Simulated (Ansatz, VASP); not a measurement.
## InAs in VASP and in Ansatz

File POSCAR:

```
InAs
1.0
    0.0000000000      2.6688629690      4.0032944535
    2.6688629690      0.0000000000      4.0032944535
    2.6688629690      2.6688629690      0.0000000000
In As
1 1
Direct
    0.0000000000      0.0000000000      0.0000000000
    0.7500000000      0.7500000000      0.7500000000
```

The input INCAR.step1:

```
  PREC = Accurate
  ENCUT = 520
  ISMEAR = 0
  SIGMA = 0.03
  LREAL = F
  LASPH = T
  NELM = 100
  NBANDS = 16
  GGA = PE
  ALGO = Normal
  EDIFF = 1E-4
  LWAVE = T
  LCHARG = F
```

INCAR.step2

```
  PREC = Accurate
  ENCUT = 520
  EDIFF = 1E-7
  ISMEAR = 0
  SIGMA = 0.03
  LREAL = F
  LASPH = T
  NELM = 100
  ALGO = Normal
  ISIF = 2
  LWAVE = F
  LCHARG = F
  METAGGA = R2SCAN
  LMIXTAU = T
  NBANDS = 16
  ISTART = 1
```

The input KPOINTS:

```
Automatic mesh
0
Gamma
  10 10 10
```

Input for Ansatz:

```yaml
crystal:
  lattice:
    - [0.0, 2.668862969, 4.0032944535]
    - [2.668862969, 0.0, 4.0032944535]
    - [2.668862969, 2.668862969, 0.0]
  atoms:
    - { symbol: In, position: [0.0, 0.0, 0.0] }
    - { symbol: As, position: [0.75, 0.75, 0.75] }
basis:
  ecutwfc: 500
kpoints:
  mp_grid: { grid: [10, 10, 10] }
hamiltonian:
  xc: r2scan
scf:
  occupations: { method: gaussian, width: 0.03 }
output:
  forces: true
  stress: true
  eigenvalues: true
```

Alike in both runs: task single point; functional r2SCAN; k mesh 10 × 10 × 10; occupations gaussian, width 0.03 eV; no spin polarisation.

|  | VASP | Ansatz |
| --- | --- | --- |
| version | VASP 6.6.1 | Ansatz 0.2.0 |
| potentials or method | VASP PAW PBE potentials, release 64 (In_d, As), cutoff 520 eV | scalar-relativistic, plane waves, PAW |
| valence electrons in the cell | 18 | 28 |

Ansatz gave:

- gap on the k mesh at the Fermi level (eV): none
- pressure (GPa): -1.2
- traceless stress, the component that is largest in VASP (GPa): -10.79

**Question.** Estimate VASP's values.

**Answer.** gap on the k mesh at the Fermi level (eV): none; pressure (GPa): -1.2; traceless stress, the component that is largest in VASP (GPa): -10.77.

VASP's potentials were made for PBE, not for r2SCAN. A gap of «none» marks a metal or a gap that the smearing closes. VASP's potentials hold 18 valence electrons a cell and Ansatz's 28, so a difference there can come from the potentials and not from the codes.
